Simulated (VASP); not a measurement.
A run of VASP 6.6.1:

The input INCAR:

```
  PREC = Accurate
  ENCUT = 600
  EDIFF = 1E-7
  ISMEAR = 0
  SIGMA = 0.2
  LREAL = F
  LASPH = T
  NELM = 80
  ALGO = Normal
  ISIF = 3
  LWAVE = F
  LCHARG = F
  GGA = PE
  IBRION = 2
  NSW = 36
  EDIFFG = -0.08
```

File KPOINTS:

```
Automatic mesh
0
Gamma
  4 4 4
```

File POSCAR:

```
AlH7
1.0
    4.4395795600      0.0000000000      0.0000000000
    0.0000000000      4.4395795600      0.0000000000
    0.0000000000      0.0000000000      4.3462154800
Al H
1 7
Direct
    0.5000000000      0.5000000000      0.3919763800
    0.2683416600      0.5000000000      0.6889350500
    0.7316583400      0.5000000000      0.6889350500
    0.5000000000      0.2683416600      0.6889350500
    0.5000000000      0.7316583400      0.6889350500
    0.5000000000      0.0000000000      0.9773708100
    0.0000000000      0.5000000000      0.9773708100
    0.5000000000      0.5000000000      0.7120853900
```

Potentials or basis: VASP PAW PBE potentials, release 64 (Al, H).

Launch:

```console
$ cat potpaw_PBE.64/Al/POTCAR potpaw_PBE.64/H/POTCAR > POTCAR
$ mpirun -np 1 vasp_std > vasp.out
```

Hardware: 1 thread of Intel(R) Xeon(R) 6975P-C (Granite Rapids), on a shared host.

How long does it take, and how much memory?

It took 120 s on 1 thread of Intel(R) Xeon(R) 6975P-C (Granite Rapids) (shared host), peak memory 0.21 GiB. Counts: scf iterations 172, k points 18, ion steps 20.
